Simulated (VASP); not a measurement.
# Si (P6_422) in VASP: single point with PBE-based screened hybrid

Aim: the single point of Si with PBE-based screened hybrid.

Everything below comes from runs of VASP 6.6.1. Logs are shortened: lines on timing, memory, paths and dates and some standing lists are left out, and cuts for length are marked.

## Step 1: The cell of the first run

Symmetry: P6_422, No. 181, hexagonal system. Conventional cell: a = 3.906 Å, b = 3.906 Å, c = 4.117 Å, α = 90.00°, β = 90.00°, γ = 120.00°. Within 3.2 Å of Si (site symmetry 222) lie 4 Si at 2.39 Å.

## Step 2: Single point, PBE-based screened hybrid

Input file POSCAR:

```
Si
1.0
    3.9057500000      0.0000000000      0.0000000000
   -1.9528700000      3.3824800000      0.0000000000
    0.0000000000      0.0000000000      4.1166600000
Si
3
Direct
    0.0000000000      0.5000000000      0.3333300000
    0.5000000000      0.5000000000      0.6666700000
    0.5000000000      0.0000000000      0.0000000000
```

Input file INCAR.step1:

```
PREC = Accurate
ENCUT = 520
EDIFF = 1E-5
ISMEAR = -1
SIGMA = 0.05
LREAL = F
LASPH = T
NELM = 60
ALGO = Normal
ISIF = 2
LWAVE = T
LCHARG = F
GGA = PE
NBANDS = 13
```

Input file INCAR.step2:

```
PREC = Accurate
ENCUT = 520
EDIFF = 1E-6
ISMEAR = -1
SIGMA = 0.05
LREAL = F
LASPH = T
NELM = 60
ALGO = Normal
ISIF = 2
LWAVE = F
LCHARG = F
GGA = PE
LHFCALC = T
AEXX = 0.25
HFSCREEN = 0.1
PRECFOCK = Normal
ISTART = 1
NBANDS = 13
```

Input file KPOINTS:

```
Automatic mesh
0
Gamma
  4 4 4
```

Potentials or basis: VASP PAW PBE potentials, release 64 (Si).

Command:

```bash
cat potpaw_PBE.64/Si/POTCAR > POTCAR
cp INCAR.step1 INCAR
mpirun -np 1 vasp_std > vasp.out
cp INCAR.step2 INCAR
mpirun -np 1 vasp_std > vasp.out
```

OUTCAR:

```text
PREC = Accurate
   ENCUT = 520
   EDIFF = 1E-6
   ISMEAR = -1
   LREAL = F
   LASPH = T
   NELM = 60
   ISIF = 2
   GGA = PE
   LHFCALC = T
   AEXX = 0.25
   HFSCREEN = 0.1
   PRECFOCK = Normal
   ISTART = 1

 ion  position               nearest neighbor table
   1  0.000  0.500  0.333-   3 2.39   3 2.39   2 2.39   2 2.39
   2  0.500  0.500  0.667-   3 2.39   3 2.39   1 2.39   1 2.39
   3  0.500  0.000  0.000-   2 2.39   2 2.39   1 2.39   1 2.39

  LATTYP: Found a hexagonal cell.
 ALAT       =     3.9057500000
 C/A-ratio  =     1.0539998720

  Lattice vectors:

 A1 = (   3.9057500000,   0.0000000000,   0.0000000000)
 A2 = (  -1.9528700000,   3.3824800000,   0.0000000000)
 A3 = (   0.0000000000,   0.0000000000,   4.1166600000)

Analysis of symmetry for initial positions (statically):
=====================================================================
 Subroutine PRICEL returns:
 Original cell was already a primitive cell.

 Routine SETGRP: Setting up the symmetry group for a
 hexagonal supercell.

 Subroutine GETGRP returns: Found  4 space group operations
 (whereof  4 operations were pure point group operations)
 out of a pool of 24 trial point group operations.

The static configuration has the point symmetry D_2 .

Analysis of symmetry for dynamics (positions and initial velocities):
=====================================================================
 Subroutine PRICEL returns:
 Original cell was already a primitive cell.

 Routine SETGRP: Setting up the symmetry group for a
 hexagonal supercell.

 Subroutine GETGRP returns: Found  4 space group operations
 (whereof  4 operations were pure point group operations)
 out of a pool of 24 trial point group operations.

The dynamic configuration has the point symmetry D_2 .

 Subroutine INISYM returns: Found  4 space group operations
 (whereof  4 operations are pure point group operations),
 and found     1 'primitive' translations

----------------------------------------------------------------------------------------

                                     Primitive cell

  volume of cell :      54.3857

  direct lattice vectors                    reciprocal lattice vectors
     3.905750000  0.000000000  0.000000000     0.256032772  0.147820156  0.000000000
    -1.952870000  3.382480000  0.000000000     0.000000000  0.295641068  0.000000000
     0.000000000  0.000000000  4.116660000     0.000000000  0.000000000  0.242915373

  length of vectors
     3.905750000  3.905748608  4.116660000     0.295640963  0.295641068  0.242915373

  position of ions in fractional coordinates (direct lattice)
     0.000000000  0.500000000  0.333330000
     0.500000000  0.500000000  0.666670000
     0.500000000  0.000000000  0.000000000

  ion indices of the primitive-cell ions
   primitive index   ion index
                 1           1
                 2           2
                 3           3

----------------------------------------------------------------------------------------

 KPOINTS: Automatic mesh

Automatic generation of k-mesh.
 Grid dimensions read from file:
 generate k-points for:    4    4    4

 Generating k-lattice:

  Cartesian coordinates                     Fractional coordinates (reciprocal lattice)
     0.064008193  0.036955039  0.000000000     0.250000000  0.000000000  0.000000000
     0.000000000  0.073910267  0.000000000     0.000000000  0.250000000  0.000000000
     0.000000000  0.000000000  0.060728843     0.000000000  0.000000000  0.250000000

  Length of vectors
     0.073910241  0.073910267  0.060728843

  Shift w.r.t. Gamma in fractional coordinates (k-lattice)
     0.000000000  0.000000000  0.000000000

 Subroutine IBZKPT returns following result:
 ===========================================

 Found     21 irreducible k-points:

 Following reciprocal coordinates:
            Coordinates               Weight
  0.000000  0.000000  0.000000      1.000000
  0.250000 -0.000000  0.000000      4.000000
  0.000000  0.250000  0.000000      2.000000
  0.500000 -0.000000  0.000000      2.000000
  0.000000  0.500000  0.000000      1.000000
  0.250000  0.250000  0.000000      4.000000
[... 13 lines left out ...]
  0.250000  0.250000  0.500000      4.000000
  0.500000  0.250000  0.500000      2.000000
   k-points           NKPTS =     21   k-points in BZ     NKDIM =     64   number of bands    NBANDS=     13
   number of dos      NEDOS =    301   number of ions     NIONS =      3
   total plane-waves  NPLWV =  28800
   dimension x,y,z NGX =    30 NGY =   30 NGZ =   32
   dimension x,y,z NGXF=    60 NGYF=   60 NGZF=   64
   ions per type =               3
   NGX,Y,Z   is equivalent  to a cutoff of  12.77, 12.77, 12.92 a.u.
   NGXF,Y,Z  is equivalent  to a cutoff of  25.54, 25.54, 25.85 a.u.
 SYSTEM =  unknown system
   PREC   = accura    normal or accurate (medium, high low for compatibility)
   ISTART =      1    job   : 0-new  1-cont  2-samecut
   ICHARG =      0    charge: 1-file 2-atom 10-const
   ISPIN  =      1    spin polarized calculation?
   LNONCOLLINEAR =      F non collinear calculations
   LSORBIT =      F    spin-orbit coupling
   LASPH  =      T    aspherical Exc in radial PAW
   ENCUT  =  520.0 eV  38.22 Ry    6.18 a.u.   7.26  7.26  7.65*2*pi/ulx,y,z
   NELM   =     60;   NELMIN=  2; NELMDL=  0     # of ELM steps
   EDIFF  = 0.1E-05   stopping-criterion for ELM
   LREAL  =      F    real-space projection
   EDIFFG = 0.1E-04   stopping-criterion for IOM
   NSW    =      0    number of steps for IOM
   IBRION =     -1    ionic relax: 0-MD 1-quasi-New 2-CG
   NFREE  =      0    steps in history (QN), initial steepest desc. (CG)
   ISIF   =      2    stress and relaxation
   ISYM   =      3    0-nonsym 1-usesym 2-fastsym
   POTIM  = 0.5000    time-step for ionic-motion
   TEBEG  =    0.0;   TEEND  =   0.0 temperature during run
   PSTRESS=    0.0 pullay stress
   NELECT =      12.0000    total number of electrons
   NUPDOWN=      -1.0000    fix difference up-down
   EMIN   =  10.00;   EMAX   =-10.00  energy-range for DOS
   EFERMI =   0.00;   METHOD = LEGACY
   ISMEAR =    -1;   SIGMA  =   0.05  broadening in eV -4-tet -1-fermi 0-gaus
   EFERMI_NEDOS =   21; number of points for ismear=-14 and -15
   IALGO  =     38    algorithm
   IMIX   =      1    mixing-type and parameters
     AMIX     =   0.40;   BMIX     =  1.00
     AMIX_MAG =   1.60;   BMIX_MAG =  1.00
  volume/ion in A,a.u.               =      18.13       122.34
  Fermi-wavevector in a.u.,A,eV,Ry     =   0.989252  1.869416 13.314932  0.978620
  Thomas-Fermi vector in A             =   2.120838
   LORBIT       =      0    0 simple, 1 ext, 2 COOP (PROOUT), +10 PAW based schemes
   GGA     = PE    functional components
   LHFCALC =     T    Hartree Fock is set to
   PRECFOCK=normal    Normal, Fast or Accurate (Low or Medium for compatibility)
   ENCUT4O =  -1.0   cutoff for four orbital integrals eV
   NKREDX  =     1    reduce k-point grid by
   NKREDY  =     1    reduce k-point grid by
   NKREDZ  =     1    reduce k-point grid by
   AEXX    =    0.2500 exact exchange contribution
   HFSCREEN=    0.1000 screening length (either q_TF or 0.3 A-1)
   HFSCREENC=   0.1000 screening length for correlation (either q_TF or 0.3 A-1)
   ENCUTFOCK=  -1.0 apply spherical cutoff to Coloumb kernel
   IVDW    =     0    specifies the selected vdW correction
   LEPSILON=     F    determine dielectric tensor
   LRPA    =     F    only Hartree local field effects (RPA)
 non-spin polarized calculation
  energy-cutoff  :      520.00
  volume of cell :       54.39
 maximum number of plane-waves:      1480
 NGX is ok and might be reduce to    30
  NGX = 24; NGY = 24; NGZ = 24

 number of electron      12.0000000 magnetization

 Free energy of the ion-electron system (eV)
  ---------------------------------------------------
  ext. energy  EPLUGINS =         0.00000000
  ---------------------------------------------------
  free energy    TOTEN  =       -18.92145597 eV

  energy without entropy =      -18.92126102  energy(sigma->0) =      -18.92135850

 E-fermi :   7.2637     XC(G=0):  -8.1383

 val. band max:        7.0320299340   @ k =   0.0000   0.0000   0.5000
 cond. band min:       7.5653597336   @ k =   0.5000  -0.0000   0.0000
 fundamental gap:      0.5333297996
 Fermi energy:         7.2636513642

 k-point     1 :       0.0000    0.0000    0.0000
  band No.  band energies     occupation
      1      -7.5652      2.00000
      2       1.1510      2.00000
      3       1.1510      2.00000
      4       3.1282      2.00000
      5       6.0255      2.00000
      6       6.0255      2.00000
      7       8.5816      0.00000
      8       8.5816      0.00000
      9      11.3645      0.00000
     10      13.0930      0.00000
     11      13.0931      0.00000
     12      13.8980      0.00000
     13      15.8371      0.00000

 k-point     2 :       0.2500   -0.0000    0.0000
  band No.  band energies     occupation
      1      -6.7713      2.00000
      2      -0.5574      2.00000
      3       1.5696      2.00000
      4       2.8476      2.00000
      5       4.0841      2.00000
      6       4.8194      2.00000
      7       9.5290      0.00000
      8      10.4461      0.00000
      9      11.6832      0.00000
     10      12.0130      0.00000
     11      13.7518      0.00000
     12      13.8469      0.00000
     13      14.3674      0.00000

 k-point     3 :       0.0000    0.2500    0.0000
  band No.  band energies     occupation
      1      -6.7713      2.00000
      2      -0.5574      2.00000
      3       1.5696      2.00000
      4       2.8476      2.00000
      5       4.0842      2.00000
      6       4.8194      2.00000
      7       9.5291      0.00000
      8      10.4462      0.00000
      9      11.6832      0.00000
     10      12.0130      0.00000
     11      13.7517      0.00000
     12      13.8469      0.00000
     13      14.3673      0.00000

 k-point     4 :       0.5000   -0.0000    0.0000
  band No.  band energies     occupation
      1      -5.0350      2.00000
      2      -3.4651      2.00000
      3       1.9451      2.00000
      4       3.3057      2.00000
      5       3.7386      2.00000
      6       4.7322      2.00000
      7       7.5654      0.00478
      8       8.1903      0.00000
      9      12.3559      0.00000
     10      13.0366      0.00000
     11      13.5931      0.00000
     12      14.3775      0.00000
     13      16.4250      0.00000

 k-point     5 :       0.0000    0.5000    0.0000
  band No.  band energies     occupation
      1      -5.0350      2.00000
      2      -3.4652      2.00000
      3       1.9450      2.00000
      4       3.3057      2.00000
      5       3.7386      2.00000
      6       4.7321      2.00000
      7       7.5655      0.00477
      8       8.1904      0.00000
      9      12.3558      0.00000
     10      13.0365      0.00000
     11      13.5931      0.00000
     12      14.3775      0.00000
     13      16.4250      0.00000
[... 209 lines left out ...]
 k-point    19 :       0.0000    0.5000    0.5000
  band No.  band energies     occupation
      1      -3.4825      2.00000
      2      -2.1511      2.00000
      3      -1.9439      2.00000
      4       0.2787      2.00000
      5       4.3764      2.00000
      6       4.8883      2.00000
      7       7.6187      0.00165
      8       8.1369      0.00000
      9      14.7103      0.00000
     10      15.4532      0.00000
     11      16.5958      0.00000
     12      16.6445      0.00000
     13      17.8167      0.00000

 k-point    20 :       0.2500    0.2500    0.5000
  band No.  band energies     occupation
      1      -3.4594      2.00000
      2      -2.9458      2.00000
      3      -0.5917      2.00000
      4       0.9330      2.00000
      5       2.4160      2.00000
      6       3.2276      2.00000
      7      11.2017      0.00000
      8      11.2812      0.00000
      9      12.2313      0.00000
     10      12.7225      0.00000
     11      15.8528      0.00000
     12      15.8922      0.00000
     13      17.2895      0.00000

 k-point    21 :       0.5000    0.2500    0.5000
  band No.  band energies     occupation
      1      -3.4595      2.00000
      2      -2.9457      2.00000
      3      -0.5916      2.00000
      4       0.9329      2.00000
      5       2.4160      2.00000
      6       3.2277      2.00000
      7      11.2018      0.00000
      8      11.2811      0.00000
      9      12.2313      0.00000
     10      12.7224      0.00000
     11      15.8528      0.00000
     12      15.8921      0.00000
     13      17.2895      0.00000

------------------------ aborting loop because EDIFF is reached ----------------------------------------

  FORCE on cell =-STRESS in cart. coord.  units (eV):
  Direction    XX          YY          ZZ          XY          YZ          ZX
  --------------------------------------------------------------------------------------
  -------------------------------------------------------------------------------------
  Total       -0.8046306     -0.8043358     -1.1720017     -0.0000012      0.0000000      0.0000000
  in kB      -23.7040440    -23.6953589    -34.5266256     -0.0000350      0.0000000      0.0000000
  external PRESSURE =     -27.3086761 kB  Pullay stress =       0.0000000 kB

 VOLUME and BASIS-vectors are now :
 -----------------------------------------------------------------------------
  energy-cutoff  :      520.00
  volume of cell :       54.39
      direct lattice vectors                 reciprocal lattice vectors
     3.905750000  0.000000000  0.000000000     0.256032772  0.147820156  0.000000000
    -1.952870000  3.382480000  0.000000000     0.000000000  0.295641068  0.000000000
     0.000000000  0.000000000  4.116660000     0.000000000  0.000000000  0.242915373

 POSITION                                       TOTAL-FORCE (eV/Angst)
 -----------------------------------------------------------------------------------
     -0.97644      1.69124      1.37221         0.000000      0.000000      0.000280
      0.97644      1.69124      2.74445         0.000000      0.000000     -0.000280
      1.95287      0.00000      0.00000         0.000000      0.000000      0.000000
 -----------------------------------------------------------------------------------
    total drift:                                0.000000      0.000000     -0.000001

  FREE ENERGIE OF THE ION-ELECTRON SYSTEM (eV)
  ---------------------------------------------------
  free  energy   TOTEN  =       -18.9214559723 eV

  energy  without entropy=      -18.9212610186  energy(sigma->0) =      -18.92135850
```

It took 7.9 min on 1 thread of AMD EPYC 7R13 (Zen 3), shared host; peak memory 0.24 GiB.

What came out:

- Free energy: -18.9215 eV
- Pressure: -2.7 GPa
- Band gap on the k mesh: 0.53 eV, indirect (least direct gap 2.44 eV)

Stress tensor (GPa, compression positive):
```
-2.37  0.00  0.00
 0.00 -2.37  0.00
 0.00  0.00 -3.45
```

Caveat: the k points lie up to 0.46 Å⁻¹ apart; the PAW data sets were made with another functional, which shifts forces and pressure a little. A k mesh can miss the band edges.
